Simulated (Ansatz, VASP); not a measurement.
# Two plane-wave programs on TaTe

```xyz
2
Lattice="3.4201 0.0000 0.0000 0.0000 3.4201 0.0000 0.0000 0.0000 3.4201" Properties=species:S:1:pos:R:3 pbc="T T T"
Ta    1.7100    1.7100    1.7100
Te    0.0000    0.0000    0.0000
```

Alike in both runs: functional PBE; k mesh 8 × 8 × 8; occupations fermi-dirac, width 0.05 eV; no spin polarisation; Hubbard terms Ta d U = 4.0 eV.

|  | VASP | Ansatz |
| --- | --- | --- |
| version | VASP 6.6.1 | Ansatz 0.2.0 |
| potentials or method | VASP PAW PBE potentials, release 64 (Ta_pv, Te) | Ansatz PAW |
| plane-wave cutoff (eV) | 520 | 420 |
| valence electrons in the cell | 17 | 29 |
| task | single point | projected density of states |

Ansatz gave:

- gap on the k mesh at the Fermi level (eV): none
- pressure (GPa): 5.1

Problem. What did VASP give for the same quantities?

Solution. gap on the k mesh at the Fermi level (eV): none; pressure (GPa): 5.7.

The programs project onto different local orbitals, so the same U acts differently, and such runs can settle in different states. A gap of «none» marks a metal or a gap that the smearing closes. VASP's potentials hold 17 valence electrons a cell and Ansatz's 29, so a difference there can come from the potentials and not from the codes.

Neither program's run includes spin-orbit coupling.
